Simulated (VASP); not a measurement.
# CdSe (P6_3mc) in VASP: relaxation of cell and atoms with r2SCAN

Aim: the relaxation of cell and atoms of CdSe with r2SCAN.

Program: VASP 6.6.1. These are calculated values, not measurements. Logs are shortened: lines on timing, memory, paths and dates and some standing lists are left out, and cuts for length are marked.

### 1 The cell of the first run

Symmetry: P6_3mc, No. 186, hexagonal system. The conventional cell has a = 4.383 Å, b = 4.383 Å, c = 14.305 Å, α = 90.00°, β = 90.00°, γ = 120.00°. Cd (site symmetry 3m) has 4 Se at 2.68 Å within 3.5 Å. Cd (site symmetry 3m) has 4 Se at 2.68 to 2.69 Å within 3.5 Å. Within 3.5 Å of Se (site symmetry 3m) lie 4 Cd at 2.68 Å. Within 3.5 Å of Se (site symmetry 3m) lie 4 Cd at 2.68 to 2.69 Å.

### 2 Relaxation of cell and atoms, r2SCAN

File POSCAR:

```
CdSe
1.0
    4.3826973248      0.0000000000      0.0000000000
   -2.1913486624      3.7955272204      0.0000000000
    0.0000000000      0.0000000000     14.3053199111
Cd Se
4 4
Direct
    0.0000000000      0.0000000000     -0.0001635468
    0.3333333333      0.6666666667      0.2499698775
    0.0000000000      0.0000000000      0.4998364532
    0.6666666667      0.3333333333      0.7499698775
    0.0000000000      0.0000000000      0.1874660278
    0.3333333333      0.6666666667      0.4377276415
    0.0000000000      0.0000000000      0.6874660278
    0.6666666667      0.3333333333      0.9377276415
```

File INCAR.step1:

```
SYSTEM = CdSe
ALGO = Normal
EDIFF = 1E-4
ENCUT = 600
GGA = PE
ISMEAR = -1
LASPH = .TRUE.
LCHARG = .FALSE.
LREAL = .FALSE.
LWAVE = .TRUE.
NELM = 80
PREC = Accurate
SIGMA = 0.02
```

File INCAR.step2:

```
SYSTEM = CdSe
ALGO = Normal
EDIFF = 1E-7
EDIFFG = -0.005
ENCUT = 600
IBRION = 2
ISIF = 3
ISMEAR = -1
ISTART = 1
LASPH = .TRUE.
LCHARG = .FALSE.
LMIXTAU = .TRUE.
LREAL = .FALSE.
LWAVE = .FALSE.
METAGGA = R2SCAN
NELM = 80
NSW = 80
PREC = Accurate
SIGMA = 0.02
```

File KPOINTS:

```
k-points
0
G
  6 6 2
  0 0 0
```

Potentials or basis: VASP PAW PBE potentials, release 64 (Cd, Se).

Run with:

```
$ cat potpaw_PBE.64/Cd/POTCAR potpaw_PBE.64/Se/POTCAR > POTCAR
$ cp INCAR.step1 INCAR
$ mpirun -np 1 vasp_std > vasp.out
$ cp INCAR.step2 INCAR
$ mpirun -np 1 vasp_std > vasp.out
```

OUTCAR:

```text
SYSTEM = CdSe
   EDIFF = 1E-7
   EDIFFG = -0.005
   ENCUT = 600
   IBRION = 2
   ISIF = 3
   ISMEAR = -1
   ISTART = 1
   LASPH = .TRUE.
   LREAL = .FALSE.
   METAGGA = R2SCAN
   NELM = 80
   NSW = 80
   PREC = Accurate

 ion  position               nearest neighbor table
   1  0.000  0.000  1.000-   8 2.68   8 2.68   8 2.68   5 2.68
   2  0.333  0.667  0.250-   5 2.68   5 2.68   5 2.68   6 2.69
   3  0.000  0.000  0.500-   6 2.68   6 2.68   6 2.68   7 2.68
   4  0.667  0.333  0.750-   7 2.68   7 2.68   7 2.68   8 2.69
   5  0.000  0.000  0.187-   2 2.68   2 2.68   2 2.68   1 2.68
   6  0.333  0.667  0.438-   3 2.68   3 2.68   3 2.68   2 2.69
   7  0.000  0.000  0.687-   4 2.68   4 2.68   4 2.68   3 2.68
   8  0.667  0.333  0.938-   1 2.68   1 2.68   1 2.68   4 2.69

  LATTYP: Found a hexagonal cell.
 ALAT       =     4.3826973248
 C/A-ratio  =     3.2640446855

  Lattice vectors:

 A1 = (   4.3826973248,   0.0000000000,   0.0000000000)
 A2 = (  -2.1913486624,   3.7955272204,   0.0000000000)
 A3 = (   0.0000000000,   0.0000000000,  14.3053199111)

Analysis of symmetry for initial positions (statically):
=====================================================================
 Subroutine PRICEL returns:
 Original cell was already a primitive cell.

 Routine SETGRP: Setting up the symmetry group for a
 hexagonal supercell.

 Subroutine GETGRP returns: Found 12 space group operations
 (whereof  6 operations were pure point group operations)
 out of a pool of 24 trial point group operations.

The static configuration has the point symmetry C_3v.
 The point group associated with its full space group is C_6v.

Analysis of symmetry for dynamics (positions and initial velocities):
=====================================================================
 Subroutine PRICEL returns:
 Original cell was already a primitive cell.

 Routine SETGRP: Setting up the symmetry group for a
 hexagonal supercell.

 Subroutine GETGRP returns: Found 12 space group operations
 (whereof  6 operations were pure point group operations)
 out of a pool of 24 trial point group operations.

The dynamic configuration has the point symmetry C_3v.
 The point group associated with its full space group is C_6v.

 Subroutine INISYM returns: Found 12 space group operations
 (whereof  6 operations are pure point group operations),
 and found     1 'primitive' translations

----------------------------------------------------------------------------------------
[... 83 lines left out ...]
   NGXF,Y,Z  is equivalent  to a cutoff of  27.31, 27.31, 27.89 a.u.
 SYSTEM =  CdSe
   PREC   = accura    normal or accurate (medium, high low for compatibility)
   ISTART =      1    job   : 0-new  1-cont  2-samecut
   ICHARG =      0    charge: 1-file 2-atom 10-const
   ISPIN  =      1    spin polarized calculation?
   LNONCOLLINEAR =      F non collinear calculations
   LSORBIT =      F    spin-orbit coupling
   LASPH  =      T    aspherical Exc in radial PAW
   ENCUT  =  600.0 eV  44.10 Ry    6.64 a.u.   8.75  8.75 28.57*2*pi/ulx,y,z
   NELM   =     80;   NELMIN=  2; NELMDL=  0     # of ELM steps
   EDIFF  = 0.1E-06   stopping-criterion for ELM
   LREAL  =      F    real-space projection
   EDIFFG = -.5E-02   stopping-criterion for IOM
   NSW    =     80    number of steps for IOM
   IBRION =      2    ionic relax: 0-MD 1-quasi-New 2-CG
   NFREE  =      1    steps in history (QN), initial steepest desc. (CG)
   ISIF   =      3    stress and relaxation
   ISYM   =      2    0-nonsym 1-usesym 2-fastsym
   POTIM  = 0.5000    time-step for ionic-motion
   TEBEG  =    0.0;   TEEND  =   0.0 temperature during run
   PSTRESS=    0.0 pullay stress
   NELECT =      72.0000    total number of electrons
   NUPDOWN=      -1.0000    fix difference up-down
   EMIN   =  10.00;   EMAX   =-10.00  energy-range for DOS
   EFERMI =   0.00;   METHOD = LEGACY
   ISMEAR =    -1;   SIGMA  =   0.02  broadening in eV -4-tet -1-fermi 0-gaus
   EFERMI_NEDOS =   21; number of points for ismear=-14 and -15
   IALGO  =     38    algorithm
   IMIX   =      4    mixing-type and parameters
     AMIX     =   0.40;   BMIX     =  1.00
     AMIX_MAG =   1.60;   BMIX_MAG =  1.00
  volume/ion in A,a.u.               =      29.75       200.73
  Fermi-wavevector in a.u.,A,eV,Ry     =   1.099044  2.076893 16.434461  1.207899
  Thomas-Fermi vector in A             =   2.235432
   LORBIT       =      0    0 simple, 1 ext, 2 COOP (PROOUT), +10 PAW based schemes
   METAGGA = R2SCAN    functional components
   LHFCALC =     F    Hartree Fock is set to
   AEXX    =    0.0000 exact exchange contribution
   IVDW    =     0    specifies the selected vdW correction
   LEPSILON=     F    determine dielectric tensor
   LRPA    =     F    only Hartree local field effects (RPA)
 conjugate gradient relaxation of ions
 non-spin polarized calculation
  energy-cutoff  :      600.00
  volume of cell :      237.96
 maximum number of plane-waves:      7980
 NGX is ok and might be reduce to    36
   NGX = 17   NGY = 17   NGZ = 57

--------------------------------------- Ionic step        1  -------------------------------------------

 number of electron      72.0000017 magnetization

 Free energy of the ion-electron system (eV)
  ---------------------------------------------------
  ext. energy  EPLUGINS =         0.00000000
  ---------------------------------------------------
  free energy    TOTEN  =      -143.63752760 eV

  energy without entropy =     -143.63752760  energy(sigma->0) =     -143.63752760

------------------------ aborting loop because EDIFF is reached ----------------------------------------

  FORCE on cell =-STRESS in cart. coord.  units (eV):
  Direction    XX          YY          ZZ          XY          YZ          ZX
  --------------------------------------------------------------------------------------
  -------------------------------------------------------------------------------------
  Total       -1.9207624     -1.9207624     -1.9414282      0.0000000      0.0000000      0.0000000
  in kB      -12.9322193    -12.9322193    -13.0713595      0.0000000      0.0000000      0.0000000
  external PRESSURE =     -12.9785994 kB  Pullay stress =       0.0000000 kB
[... 71 lines left out ...]
--------------------------------------- Ionic step        3  -------------------------------------------

 number of electron      72.0000016 magnetization

 Free energy of the ion-electron system (eV)
  ---------------------------------------------------
  ext. energy  EPLUGINS =         0.00000000
  ---------------------------------------------------
  free energy    TOTEN  =      -143.66366657 eV

  energy without entropy =     -143.66366657  energy(sigma->0) =     -143.66366657

 E-fermi :   0.8927     XC(G=0):  -9.2848

 val. band max:        0.4177813242   @ k =   0.0000   0.0000   0.0000
 cond. band min:       1.4694022862   @ k =   0.0000   0.0000   0.0000
 fundamental gap:      1.0516209620
 Fermi energy:         0.8927133485

 k-point     1 :       0.0000    0.0000    0.0000
  band No.  band energies     occupation
      1     -12.4396      2.00000
      2     -12.2625      2.00000
      3     -12.2596      2.00000
      4     -12.0824      2.00000
      5      -7.6542      2.00000
      6      -7.6511      2.00000
[... 668 lines left out ...]
  FREE ENERGIE OF THE ION-ELECTRON SYSTEM (eV)
  ---------------------------------------------------
  free  energy   TOTEN  =      -143.6636665715 eV

  energy  without entropy=     -143.6636665715  energy(sigma->0) =     -143.66366657

 reached required accuracy - stopping structural energy minimisation
```

OUTCAR.step1:

```text
SYSTEM = CdSe
   EDIFF = 1E-4
   ENCUT = 600
   GGA = PE
   ISMEAR = -1
   LASPH = .TRUE.
   LREAL = .FALSE.
   NELM = 80
[... 876 lines left out ...]
     -0.00000      2.53035      6.26183         0.000000      0.000000      0.000404
      0.00000      0.00000      9.83442         0.000000      0.000000      0.000417
      2.19135      1.26518     13.41449        -0.000000      0.000000      0.000404
 -----------------------------------------------------------------------------------
    total drift:                               -0.000000     -0.000000      0.000657

  FREE ENERGIE OF THE ION-ELECTRON SYSTEM (eV)
  ---------------------------------------------------
  free  energy   TOTEN  =       -21.9844572284 eV

  energy  without entropy=      -21.9844571657  energy(sigma->0) =      -21.98445720
```

OSZICAR.step1:

```text
N       E                     dE             d eps       ncg     rms          rms(c)
DAV:   1     0.548900558870E+03    0.54890E+03   -0.36773E+04  1204   0.168E+03
DAV:   2     0.134091923530E+02   -0.53549E+03   -0.52323E+03  1329   0.381E+02
DAV:   3    -0.230057999914E+02   -0.36415E+02   -0.36233E+02  1382   0.947E+01
DAV:   4    -0.235221132876E+02   -0.51631E+00   -0.51514E+00  1392   0.104E+01
DAV:   5    -0.235270385646E+02   -0.49253E-02   -0.49239E-02  1383   0.966E-01    0.110E+01
DAV:   6    -0.220457549301E+02    0.14813E+01   -0.34301E+00  1387   0.128E+01    0.881E+00
DAV:   7    -0.219938510029E+02    0.51904E-01   -0.13175E+00  1302   0.450E+00    0.311E+00
DAV:   8    -0.219837038342E+02    0.10147E-01   -0.16111E-01  1264   0.303E+00    0.558E-01
DAV:   9    -0.219840713521E+02   -0.36752E-03   -0.21420E-02  1292   0.131E+00    0.229E-01
DAV:  10    -0.219841990514E+02   -0.12770E-03   -0.20316E-03  1365   0.416E-01    0.950E-02
DAV:  11    -0.219844775235E+02   -0.27847E-03   -0.60484E-04  1141   0.127E-01    0.411E-02
DAV:  12    -0.219844572284E+02    0.20295E-04   -0.18693E-04   755   0.120E-01
   1 F= -.21984457E+02 E0= -.21984457E+02  d E =-.627171E-07
```

Wall time 66 min (1 thread of Oxide Virtual Turin-like, shared host); peak memory 0.51 GiB.

What came out:

- Free energy: -143.6637 eV
- Relaxed volume: 28.96 Å³/atom
- Relaxed cell: a = 4.344 Å, b = 4.344 Å, c = 14.177 Å, α = 90.00°, β = 90.00°, γ = 120.00°
- Space group after relaxing (to 0.1 Å): P6_3mc (No. 186)
- Energy gained by relaxing: 3.3 meV/atom
- Ionic steps: 3
- Pressure after relaxing: 0.0 GPa
- Band gap on the k mesh: 1.05 eV

Step by step:
```
step  energy change (eV)  largest force (eV/Å)  pressure (GPa)  volume (Å³)
   1              0.0000                0.0040           -1.30       237.96
   2             -0.0235                0.0005            0.44       229.76
   3             -0.0261                0.0015            0.00       231.67
```

Final structure:
```cif
data_structure
_symmetry_space_group_name_H-M 'P 1'
_symmetry_Int_Tables_number 1
_cell_length_a 4.3439
_cell_length_b 4.3439
_cell_length_c 14.1773
_cell_angle_alpha 90.000
_cell_angle_beta 90.000
_cell_angle_gamma 120.000
_cell_volume 231.67
loop_
_atom_site_label
_atom_site_type_symbol
_atom_site_fract_x
_atom_site_fract_y
_atom_site_fract_z
_atom_site_occupancy
Cd1 Cd 0.00000 0.00000 0.99983 1
Cd2 Cd 0.33333 0.66667 0.24997 1
Cd3 Cd 0.00000 0.00000 0.49983 1
Cd4 Cd 0.66667 0.33333 0.74997 1
Se1 Se 0.00000 0.00000 0.18748 1
Se2 Se 0.33333 0.66667 0.43773 1
Se3 Se 0.00000 0.00000 0.68748 1
Se4 Se 0.66667 0.33333 0.93773 1
```

Caveat: the PAW data sets were made with another functional, which shifts forces and pressure a little.
